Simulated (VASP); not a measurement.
# W (Fd-3m) in VASP: a series of runs

W is run at these levels: r2SCAN; tasks: single point, relaxation of cell and atoms.

Program: VASP 6.6.1. These are calculated values, not measurements. Logs are shortened: lines on timing, memory, paths and dates and some standing lists are left out, and cuts for length are marked.

### 1 The cell of the first run

The structure is cubic, space group Fd-3m (No. 227). The conventional cell has a = 5.261 Å, b = 5.261 Å, c = 5.261 Å, α = 90.00°, β = 90.00°, γ = 90.00°. Within 3.0 Å of W (site symmetry -43m) lie 4 W at 2.28 Å.

### 2 Single point, r2SCAN

POSCAR

```
W
1.0
    0.0000000000      2.6305023253      2.6305023253
    2.6305023253      0.0000000000      2.6305023253
    2.6305023253      2.6305023253      0.0000000000
W
2
Direct
    0.5000000000      0.5000000000      0.5000000000
    0.7500000000      0.7500000000      0.7500000000
```

INCAR.step1

```
SYSTEM = W
  PREC = Accurate
  ENCUT = 520
  ISMEAR = 0
  SIGMA = 0.1
  LREAL = .FALSE.
  LASPH = .TRUE.
  NELM = 60
  NBANDS = 21
  GGA = PE
  ALGO = Normal
  EDIFF = 1E-4
  LWAVE = .TRUE.
  LCHARG = .FALSE.
```

INCAR.step2

```
SYSTEM = W
  PREC = Accurate
  ENCUT = 520
  EDIFF = 1E-7
  ISMEAR = 0
  SIGMA = 0.1
  LREAL = .FALSE.
  LASPH = .TRUE.
  NELM = 60
  ALGO = Normal
  ISIF = 2
  LWAVE = .FALSE.
  LCHARG = .TRUE.
  METAGGA = R2SCAN
  LMIXTAU = .TRUE.
  LELF = .TRUE.
  LVHAR = .TRUE.
  NBANDS = 21
  ISTART = 1
```

KPOINTS

```
Automatic mesh
0
G
  6 6 6
  0 0 0
```

Potentials or basis: VASP PAW PBE potentials, release 64 (W_sv).

Started as:

```
> cat potpaw_PBE.64/W_sv/POTCAR > POTCAR
> cp INCAR.step1 INCAR
> mpirun -np 1 vasp_std > vasp.out
> cp INCAR.step2 INCAR
> mpirun -np 1 vasp_std > vasp.out
```

OUTCAR:

```text
SYSTEM = W
   PREC = Accurate
   ENCUT = 520
   EDIFF = 1E-7
   ISMEAR = 0
   LREAL = .FALSE.
   LASPH = .TRUE.
   NELM = 60
   ISIF = 2
   METAGGA = R2SCAN
   ISTART = 1

 ion  position               nearest neighbor table
   1  0.500  0.500  0.500-   2 2.28   2 2.28   2 2.28   2 2.28
   2  0.750  0.750  0.750-   1 2.28   1 2.28   1 2.28   1 2.28

  LATTYP: Found a face centered cubic cell.
 ALAT       =     5.2610046506

  Lattice vectors:

 A1 = (   0.0000000000,   2.6305023253,   2.6305023253)
 A2 = (   2.6305023253,   0.0000000000,   2.6305023253)
 A3 = (   2.6305023253,   2.6305023253,   0.0000000000)

Analysis of symmetry for initial positions (statically):
=====================================================================
 Subroutine PRICEL returns:
 Original cell was already a primitive cell.

 Routine SETGRP: Setting up the symmetry group for a
 face centered cubic supercell.

 Subroutine GETGRP returns: Found 48 space group operations
 (whereof 24 operations were pure point group operations)
 out of a pool of 48 trial point group operations.

The static configuration has the point symmetry T_d .
 The point group associated with its full space group is O_h .

Analysis of symmetry for dynamics (positions and initial velocities):
=====================================================================
 Subroutine PRICEL returns:
 Original cell was already a primitive cell.

 Routine SETGRP: Setting up the symmetry group for a
 face centered cubic supercell.

 Subroutine GETGRP returns: Found 48 space group operations
 (whereof 24 operations were pure point group operations)
 out of a pool of 48 trial point group operations.

The dynamic configuration has the point symmetry T_d .
 The point group associated with its full space group is O_h .

 Subroutine INISYM returns: Found 48 space group operations
 (whereof 24 operations are pure point group operations),
 and found     1 'primitive' translations

----------------------------------------------------------------------------------------

                                     Primitive cell

  volume of cell :      36.4037

  direct lattice vectors                    reciprocal lattice vectors
     0.000000000  2.630502325  2.630502325    -0.190077764  0.190077764  0.190077764
     2.630502325  0.000000000  2.630502325     0.190077764 -0.190077764  0.190077764
     2.630502325  2.630502325  0.000000000     0.190077764  0.190077764 -0.190077764

  length of vectors
     3.720092064  3.720092064  3.720092064     0.329224345  0.329224345  0.329224345

  position of ions in fractional coordinates (direct lattice)
     0.500000000  0.500000000  0.500000000
     0.750000000  0.750000000  0.750000000

  ion indices of the primitive-cell ions
   primitive index   ion index
                 1           1
                 2           2

----------------------------------------------------------------------------------------

 KPOINTS: Automatic mesh

Automatic generation of k-mesh.
 Grid dimensions read from file:
 generate k-points for:    6    6    6

 Generating k-lattice:

  Cartesian coordinates                     Fractional coordinates (reciprocal lattice)
    -0.031679627  0.031679627  0.031679627     0.166666667  0.000000000  0.000000000
     0.031679627 -0.031679627  0.031679627     0.000000000  0.166666667  0.000000000
     0.031679627  0.031679627 -0.031679627     0.000000000  0.000000000  0.166666667

  Length of vectors
     0.054870724  0.054870724  0.054870724

  Shift w.r.t. Gamma in fractional coordinates (k-lattice)
     0.000000000  0.000000000  0.000000000

 Subroutine IBZKPT returns following result:
 ===========================================

 Found     16 irreducible k-points:

 Following reciprocal coordinates:
            Coordinates               Weight
  0.000000  0.000000  0.000000      1.000000
  0.166667  0.000000  0.000000      8.000000
  0.333333  0.000000  0.000000      8.000000
  0.500000  0.000000  0.000000      4.000000
  0.166667  0.166667  0.000000      6.000000
  0.333333  0.166667  0.000000     24.000000
[... 8 lines left out ...]
 -0.333333  0.333333  0.166667     24.000000
 -0.333333  0.500000  0.166667     12.000000
   k-points           NKPTS =     16   k-points in BZ     NKDIM =     16   number of bands    NBANDS=     21
   number of dos      NEDOS =    301   number of ions     NIONS =      2
   total plane-waves  NPLWV =  21952
   dimension x,y,z NGX =    28 NGY =   28 NGZ =   28
   dimension x,y,z NGXF=    56 NGYF=   56 NGZF=   56
   ions per type =               2
   NGX,Y,Z   is equivalent  to a cutoff of  12.51, 12.51, 12.51 a.u.
   NGXF,Y,Z  is equivalent  to a cutoff of  25.03, 25.03, 25.03 a.u.
 SYSTEM =  W
   PREC   = accura    normal or accurate (medium, high low for compatibility)
   ISTART =      1    job   : 0-new  1-cont  2-samecut
   ICHARG =      0    charge: 1-file 2-atom 10-const
   ISPIN  =      1    spin polarized calculation?
   LNONCOLLINEAR =      F non collinear calculations
   LSORBIT =      F    spin-orbit coupling
   LASPH  =      T    aspherical Exc in radial PAW
   ENCUT  =  520.0 eV  38.22 Ry    6.18 a.u.   6.92  6.92  6.92*2*pi/ulx,y,z
   NELM   =     60;   NELMIN=  2; NELMDL=  0     # of ELM steps
   EDIFF  = 0.1E-06   stopping-criterion for ELM
   LREAL  =      F    real-space projection
   EDIFFG = 0.1E-05   stopping-criterion for IOM
   NSW    =      0    number of steps for IOM
   IBRION =     -1    ionic relax: 0-MD 1-quasi-New 2-CG
   NFREE  =      0    steps in history (QN), initial steepest desc. (CG)
   ISIF   =      2    stress and relaxation
   ISYM   =      2    0-nonsym 1-usesym 2-fastsym
   POTIM  = 0.5000    time-step for ionic-motion
   TEBEG  =    0.0;   TEEND  =   0.0 temperature during run
   PSTRESS=    0.0 pullay stress
   NELECT =      28.0000    total number of electrons
   NUPDOWN=      -1.0000    fix difference up-down
   EMIN   =  10.00;   EMAX   =-10.00  energy-range for DOS
   EFERMI =   0.00;   METHOD = LEGACY
   ISMEAR =     0;   SIGMA  =   0.10  broadening in eV -4-tet -1-fermi 0-gaus
   EFERMI_NEDOS =   21; number of points for ismear=-14 and -15
   IALGO  =     38    algorithm
   IMIX   =      4    mixing-type and parameters
     AMIX     =   0.40;   BMIX     =  1.00
     AMIX_MAG =   1.60;   BMIX_MAG =  1.00
  volume/ion in A,a.u.               =      18.20       122.83
  Fermi-wavevector in a.u.,A,eV,Ry     =   1.499957  2.834508 30.611355  2.249871
  Thomas-Fermi vector in A             =   2.611520
   LORBIT       =      0    0 simple, 1 ext, 2 COOP (PROOUT), +10 PAW based schemes
   METAGGA = R2SCAN    functional components
   LHFCALC =     F    Hartree Fock is set to
   AEXX    =    0.0000 exact exchange contribution
   IVDW    =     0    specifies the selected vdW correction
   LEPSILON=     F    determine dielectric tensor
   LRPA    =     F    only Hartree local field effects (RPA)
 non-spin polarized calculation
 Gauss-broadening in eV      SIGMA  =   0.10
  energy-cutoff  :      520.00
  volume of cell :       36.40
 maximum number of plane-waves:      1002
   NGX = 13   NGY = 13   NGZ = 13

 number of electron      27.9999995 magnetization

 Free energy of the ion-electron system (eV)
  ---------------------------------------------------
  ext. energy  EPLUGINS =         0.00000000
  ---------------------------------------------------
  free energy    TOTEN  =       -95.11090250 eV

  energy without entropy =      -95.10782353  energy(sigma->0) =      -95.10936301

 E-fermi :   8.7023     XC(G=0): -13.3028

 val. band max:        8.4149869984   @ k =  -0.1667   0.1667   0.0000
 cond. band min:       8.7139504675   @ k =   0.1667   0.1667   0.0000
 fundamental gap:      0.2989634692
 Fermi energy:         8.7023010777

 k-point     1 :       0.0000    0.0000    0.0000
  band No.  band energies     occupation
      1     -66.5753      2.00000
      2     -65.5102      2.00000
      3     -31.0324      2.00000
      4     -31.0324      2.00000
      5     -31.0324      2.00000
      6     -28.9399      2.00000
[... 13 lines left out ...]
     20      21.1034      0.00000
     21      22.6085      0.00000

 k-point     2 :       0.1667    0.0000    0.0000
  band No.  band energies     occupation
      1     -66.5249      2.00000
      2     -65.5651      2.00000
      3     -31.1010      2.00000
      4     -31.1010      2.00000
      5     -31.0335      2.00000
      6     -28.9330      2.00000
[... 13 lines left out ...]
     20      20.3383      0.00000
     21      23.0029      0.00000

 k-point     3 :       0.3333    0.0000    0.0000
  band No.  band energies     occupation
      1     -66.4015      2.00000
      2     -65.6975      2.00000
      3     -31.2250      2.00000
      4     -31.2250      2.00000
      5     -31.0434      2.00000
      6     -28.9084      2.00000
[... 13 lines left out ...]
     20      17.7463      0.00000
     21      20.3290      0.00000

 k-point     4 :       0.5000    0.0000    0.0000
  band No.  band energies     occupation
      1     -66.3176      2.00000
      2     -65.7858      2.00000
      3     -31.2818      2.00000
      4     -31.2818      2.00000
      5     -31.0521      2.00000
      6     -28.8908      2.00000
[... 13 lines left out ...]
     20      14.8485      0.00000
     21      20.4067      0.00000

 k-point     5 :       0.1667    0.1667    0.0000
  band No.  band energies     occupation
      1     -66.5068      2.00000
      2     -65.5847      2.00000
      3     -31.1807      2.00000
      4     -31.1807      2.00000
      5     -30.8927      2.00000
      6     -29.0910      2.00000
[... 13 lines left out ...]
     20      20.0088      0.00000
     21      22.9076      0.00000

 k-point     6 :       0.3333    0.1667    0.0000
  band No.  band energies     occupation
      1     -66.4015      2.00000
      2     -65.6975      2.00000
      3     -31.3303      2.00000
      4     -31.3033      2.00000
      5     -30.7793      2.00000
      6     -29.1965      2.00000
[... 13 lines left out ...]
     20      19.1451      0.00000
     21      20.5037      0.00000

 k-point     7 :       0.5000    0.1667    0.0000
  band No.  band energies     occupation
      1     -66.2828      2.00000
      2     -65.8222      2.00000
      3     -31.4623      2.00000
      4     -31.3498      2.00000
      5     -30.7247      2.00000
      6     -29.2262      2.00000
[... 13 lines left out ...]
     20      15.3342      0.00000
     21      20.4342      0.00000

 k-point     8 :      -0.3333    0.1667    0.0000
  band No.  band energies     occupation
      1     -66.3177      2.00000
      2     -65.7857      2.00000
      3     -31.4629      2.00000
      4     -31.2823      2.00000
      5     -30.7778      2.00000
      6     -29.1675      2.00000
[... 13 lines left out ...]
     20      16.4790      0.00000
     21      20.2759      0.00000

 k-point     9 :      -0.1667    0.1667    0.0000
  band No.  band energies     occupation
      1     -66.4472      2.00000
      2     -65.6488      2.00000
      3     -31.3084      2.00000
      4     -31.1573      2.00000
      5     -30.9143      2.00000
      6     -29.0452      2.00000
[... 13 lines left out ...]
     20      21.0124      0.00000
     21      21.1532      0.00000

 k-point    10 :       0.3333    0.3333    0.0000
  band No.  band energies     occupation
      1     -66.3178      2.00000
      2     -65.7858      2.00000
      3     -31.4269      2.00000
      4     -31.4269      2.00000
      5     -30.5158      2.00000
      6     -29.4875      2.00000
[... 13 lines left out ...]
     20      18.2762      0.00000
     21      18.9369      0.00000

 k-point    11 :       0.5000    0.3333    0.0000
  band No.  band energies     occupation
      1     -66.1869      2.00000
      2     -65.9210      2.00000
      3     -31.5408      2.00000
      4     -31.4752      2.00000
      5     -30.3074      2.00000
      6     -29.6782      2.00000
[... 13 lines left out ...]
     20      15.9692      0.00000
     21      17.1736      0.00000

 k-point    12 :      -0.3333    0.3333    0.0000
  band No.  band energies     occupation
      1     -66.1869      2.00000
      2     -65.9210      2.00000
      3     -31.5906      2.00000
      4     -31.4079      2.00000
      5     -30.4124      2.00000
      6     -29.5408      2.00000
[... 13 lines left out ...]
     20      15.9920      0.00000
     21      17.1257      0.00000

 k-point    13 :       0.5000    0.5000    0.0000
  band No.  band energies     occupation
      1     -66.0547      2.00000
      2     -66.0547      2.00000
      3     -31.5334      2.00000
      4     -31.5334      2.00000
      5     -30.0058      2.00000
      6     -30.0058      2.00000
[... 13 lines left out ...]
     20      15.0344      0.00000
     21      16.1053      0.00000

 k-point    14 :       0.5000    0.3333    0.1667
  band No.  band energies     occupation
      1     -66.2828      2.00000
      2     -65.8221      2.00000
      3     -31.5028      2.00000
      4     -31.3837      2.00000
      5     -30.5471      2.00000
      6     -29.4179      2.00000
[... 13 lines left out ...]
     20      17.3873      0.00000
     21      18.1635      0.00000

 k-point    15 :      -0.3333    0.3333    0.1667
  band No.  band energies     occupation
      1     -66.1869      2.00000
      2     -65.9210      2.00000
      3     -31.5671      2.00000
      4     -31.4403      2.00000
      5     -30.3912      2.00000
      6     -29.5608      2.00000
[... 13 lines left out ...]
     20      15.3039      0.00000
     21      17.5583      0.00000

 k-point    16 :      -0.3333    0.5000    0.1667
  band No.  band energies     occupation
      1     -66.0547      2.00000
      2     -66.0547      2.00000
      3     -31.5437      2.00000
      4     -31.5437      2.00000
      5     -29.9849      2.00000
      6     -29.9849      2.00000
[... 13 lines left out ...]
     20      15.0418      0.00000
     21      15.8340      0.00000

------------------------ aborting loop because EDIFF is reached ----------------------------------------

  FORCE on cell =-STRESS in cart. coord.  units (eV):
  Direction    XX          YY          ZZ          XY          YZ          ZX
  --------------------------------------------------------------------------------------
  -------------------------------------------------------------------------------------
  Total       14.9635457     14.9635457     14.9635457      0.0000000      0.0000000      0.0000000
  in kB      658.5655830    658.5655830    658.5655830      0.0000000      0.0000000      0.0000000
  external PRESSURE =     658.5655830 kB  Pullay stress =       0.0000000 kB

 VOLUME and BASIS-vectors are now :
 -----------------------------------------------------------------------------
  energy-cutoff  :      520.00
  volume of cell :       36.40
      direct lattice vectors                 reciprocal lattice vectors
     0.000000000  2.630502325  2.630502325    -0.190077764  0.190077764  0.190077764
     2.630502325  0.000000000  2.630502325     0.190077764 -0.190077764  0.190077764
     2.630502325  2.630502325  0.000000000     0.190077764  0.190077764 -0.190077764

 POSITION                                       TOTAL-FORCE (eV/Angst)
 -----------------------------------------------------------------------------------
      2.63050      2.63050      2.63050         0.000000      0.000000      0.000000
      3.94575      3.94575      3.94575        -0.000000     -0.000000     -0.000000
 -----------------------------------------------------------------------------------
    total drift:                                0.000000      0.000000      0.000000

  FREE ENERGIE OF THE ION-ELECTRON SYSTEM (eV)
  ---------------------------------------------------
  free  energy   TOTEN  =       -95.1109025017 eV

  energy  without entropy=      -95.1078235257  energy(sigma->0) =      -95.10936301
```

Run time: 50 s. Hardware: 1 thread of Intel Xeon Platinum 8488C (Sapphire Rapids), shared host; peak memory 0.17 GiB.

Results:

```yaml
Free_energy: -95.1109 eV
Pressure: 65.9 GPa
Band_gap_on_the_k_mesh: zero (band 14 reaches 9.16 eV, above the bottom of band 15 at 8.18 eV)
```

Caveat: the PAW data sets were made with another functional, which shifts forces and pressure a little; spin-orbit coupling is left out, which moves the levels of the heavy elements.

### 3 Single point, r2SCAN

This run uses another cell than the first one, of 24.25 Å³/atom, 1.332 times its volume.

POSCAR

```
W
1.0
    0.0000000000      2.8945291428      2.8945291428
    2.8945291428      0.0000000000      2.8945291428
    2.8945291428      2.8945291428      0.0000000000
W
2
Direct
    0.5000000000      0.5000000000      0.5000000000
    0.7500000000      0.7500000000      0.7500000000
```

INCAR.step1

```
PREC     = Accurate       # precision mode
ENCUT    = 520            # plane-wave cutoff, eV
ISMEAR   = 0              # smearing method
SIGMA    = 0.1            # smearing width, eV
LREAL    = F              # projectors in reciprocal space
LASPH    = T              # aspherical terms in the spheres
NELM     = 80             # most SCF steps
NBANDS   = 21             # bands
GGA      = PE             # functional
ALGO     = Normal         # electronic algorithm
EDIFF    = 1E-4           # SCF threshold, eV
LWAVE    = T              # write WAVECAR
LCHARG   = F              # write CHGCAR
```

INCAR.step2

```
PREC     = Accurate       # precision mode
ENCUT    = 520            # plane-wave cutoff, eV
EDIFF    = 1E-6           # SCF threshold, eV
ISMEAR   = 0              # smearing method
SIGMA    = 0.1            # smearing width, eV
LREAL    = F              # projectors in reciprocal space
LASPH    = T              # aspherical terms in the spheres
NELM     = 80             # most SCF steps
ALGO     = Normal         # electronic algorithm
ISIF     = 2              # what is computed and relaxed
LWAVE    = F              # write WAVECAR
LCHARG   = T              # write CHGCAR
METAGGA  = R2SCAN         # meta-GGA
LMIXTAU  = T            
LELF     = T              # ELF
LVHAR    = T            
NBANDS   = 21             # bands
ISTART   = 1
```

KPOINTS

```
regular mesh
0
Gamma
  6 6 6
```

Potentials or basis: VASP PAW PBE potentials, release 64 (W_sv).

Started as:

```
> cat potpaw_PBE.64/W_sv/POTCAR > POTCAR
> cp INCAR.step1 INCAR
> mpirun -np 1 vasp_std > vasp.out
> cp INCAR.step2 INCAR
> mpirun -np 1 vasp_std > vasp.out
```

It took 48 s on 1 thread of Intel Xeon Platinum 8488C (Sapphire Rapids), shared host; peak memory 0.17 GiB.

Results (log left out):

* Free energy: -97.0619 eV
* Pressure: 0.8 GPa
* Band gap on the k mesh: zero (band 14 reaches 5.81 eV, above the bottom of band 15 at 4.86 eV)

Levels at points of the mesh, in eV from the Fermi level:
```csv
k point,band 11,band 12,band 13,band 14,band 15,band 16,band 17,band 18
"(0.00, 0.00, 0.00)",-1.92,-1.20,-1.20,-1.20,1.68,1.68,1.68,5.76
"(0.50, 0.00, 0.00)",-1.70,-1.70,-1.35,-1.35,-0.42,2.93,2.93,4.63
"(0.50, 0.50, 0.00)",-1.33,-1.33,-1.26,-1.26,1.24,1.24,4.87,4.87
```

Caveat: the PAW data sets were made with another functional, which shifts forces and pressure a little; spin-orbit coupling is left out, which moves the levels of the heavy elements.

[end of part 1 of 2]
